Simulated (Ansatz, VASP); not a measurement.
## Na: VASP beside Ansatz

The input POSCAR:

```
Na
1.0
   -2.1810250000      2.1810250000      2.1810250000
    2.1810250000     -2.1810250000      2.1810250000
    2.1810250000      2.1810250000     -2.1810250000
Na
1
Direct
    0.0000000000      0.0000000000      0.0000000000
```

The input INCAR.step1:

```
SYSTEM = Na
ALGO = Normal
EDIFF = 1E-4
ENCUT = 520
GGA = PE
ISMEAR = 0
LASPH = .True.
LCHARG = .False.
LREAL = .False.
LWAVE = .True.
NBANDS = 10
NELM = 80
PREC = Accurate
SIGMA = 0.15
```

Contents of INCAR.step2:

```
SYSTEM = Na
ALGO = Normal
EDIFF = 1E-7
ENCUT = 520
ISIF = 2
ISMEAR = 0
ISTART = 1
LASPH = .True.
LCHARG = .True.
LELF = .True.
LMIXTAU = .True.
LREAL = .False.
LVHAR = .True.
LWAVE = .False.
METAGGA = R2SCAN
NBANDS = 10
NELM = 80
PREC = Accurate
SIGMA = 0.15
```

KPOINTS

```
k-points
0
Gamma
  16 16 16
  0 0 0
```

Input for Ansatz:

```yaml
crystal:
  lattice:
    - [-2.181025, 2.181025, 2.181025]
    - [2.181025, -2.181025, 2.181025]
    - [2.181025, 2.181025, -2.181025]
  atoms:
    - { symbol: Na, position: [0.0, 0.0, 0.0] }
basis:
  ecutwfc: 500
kpoints:
  mp_grid: { grid: [16, 16, 16] }
hamiltonian:
  xc: r2scan
scf:
  occupations: { method: gaussian, width: 0.15 }
output:
  forces: true
  stress: true
  eigenvalues: true
```

Change from the starting cell: strain +0.030 along x and y, +0.030 along z, atoms carried along.

Alike in both runs: task single point; functional r2SCAN; k mesh 16 × 16 × 16; occupations gaussian, width 0.15 eV; no spin polarisation.

|  | VASP | Ansatz |
| --- | --- | --- |
| version | VASP 6.6.1 | Ansatz 0.2.0 |
| potentials or method | VASP PAW PBE potentials, release 64 (Na_pv), cutoff 520 eV | scalar-relativistic, plane waves, PAW |
| valence electrons in the cell | 7 | 9 |

|  | VASP | Ansatz | Ansatz less VASP |
| --- | --- | --- | --- |
| gap on the k mesh at the Fermi level (eV) | none | none | - |
| pressure (GPa) | -0.7 | -0.6 | +0.06 |

VASP's potentials were made for PBE, not for r2SCAN. A gap of «none» marks a metal or a gap that the smearing closes. The functional is the same, so the differences come from potentials, cutoffs and numerics. VASP's potentials hold 7 valence electrons a cell and Ansatz's 9, so a difference there can come from the potentials and not from the codes.
